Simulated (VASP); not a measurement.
Wanted: the native input for a VASP 6.6.1 run.

```yaml
Task: single point
Functional: LDA
Potentials_or_basis: VASP PAW LDA potentials, release 64 (Ta_pv, Bi_d)
Cutoff: 520 eV
k_mesh: 11 × 11 × 11
Occupations: fermi-dirac, width 0.05 eV
Spin: no spin polarisation
Dipole_correction: no
Further_INCAR_settings: ALGO = Normal; EDIFF = 1e-07; NBANDS = 20
```

The structure of TaBi (CsCl type) lies in POSCAR:

```
TaBi
1.0
    3.3466735035      0.0000000000      0.0000000000
    0.0000000000      3.3466735035      0.0000000000
    0.0000000000      0.0000000000      3.3466735035
Ta Bi
1 1
Direct
    0.0000000000      0.0000000000      0.0000000000
    0.5000000000      0.5000000000      0.5000000000
```

This cell differs from its parent crystal: volume scaled by 0.92.

One way to write it, as run:

INCAR

```
SYSTEM = TaBi
  ALGO = Normal
  EDIFF = 1E-7
  ENCUT = 520
  GGA = CA
  ISIF = 2
  ISMEAR = -1
  LASPH = .TRUE.
  LCHARG = .FALSE.
  LREAL = .FALSE.
  LWAVE = .FALSE.
  NBANDS = 20
  NELM = 60
  PREC = Accurate
  SIGMA = 0.05
```

KPOINTS

```
k-points
0
G
  11 11 11
  0 0 0
```

Potentials or basis: VASP PAW LDA potentials, release 64 (Ta_pv, Bi_d).

The run is started by

```bash
$ cat potpaw_LDA.64/Ta_pv/POTCAR potpaw_LDA.64/Bi_d/POTCAR > POTCAR
$ mpirun -np 1 vasp_std > vasp.out
```

Results of the run:

```yaml
Pressure: 15.3 GPa
Band_gap_on_the_k_mesh: zero (band 13 reaches 12.77 eV, above the bottom of band 14 at 10.19 eV)
```

Caveat: spin-orbit coupling is left out, which moves the levels of the heavy elements.

It took 22 s on 1 thread of Intel(R) Xeon(R) 6975P-C (Granite Rapids), with other jobs on the host, peak memory 0.16 GiB.
